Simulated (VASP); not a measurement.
**Sn: single point with PBE**

Sn, a slab with vacuum:

```xyz
4
Lattice="4.7065 0.0000 0.0000 0.0000 6.6559 0.0000 0.0000 0.0000 18.3532" Properties=species:S:1:pos:R:3 pbc="T T T"
Sn    0.0000    2.4793    8.0528
Sn    2.3532    0.8487    8.0528
Sn    2.3532    5.8073   10.3004
Sn    0.0000    4.1766   10.3004
```

| Quantity | Value |
| --- | --- |
| Program | VASP 6.6.1 |
| Task | single point |
| Functional | PBE |
| Potentials or basis | VASP PAW PBE potentials, release 64 (Sn_d) |
| Cutoff | 400 eV |
| k mesh | 7 × 5 × 1 |
| Occupations | fermi-dirac, width 0.02 eV |
| Spin | no spin polarisation |
| Dipole correction | yes |
| Further INCAR settings | ALGO = Normal; EDIFF = 1e-06; NBANDS = 36; NELMDL = -8 |

```yaml
Largest_force: 0.010 eV/Å
```

Forces on the atoms (eV/Å):
```
Sn   0.000  0.007  0.007
Sn   0.000 -0.007  0.007
Sn   0.000  0.007 -0.007
Sn   0.000 -0.007 -0.007
```

Levels at points of the mesh, in eV from the Fermi level:
```tsv
k point	band 25	band 26	band 27	band 28	band 29	band 30	band 31	band 32
(0.00, 0.00, 0.00)	-1.88	-1.43	-1.22	-0.15	1.11	1.40	1.85	1.98
```

Wall time 3.1 min on 1 thread of Intel(R) Xeon(R) Platinum 8488C (Sapphire Rapids) (shared host), peak memory 0.48 GiB.

Caveat: spin-orbit coupling is left out, which moves the levels of the heavy elements.
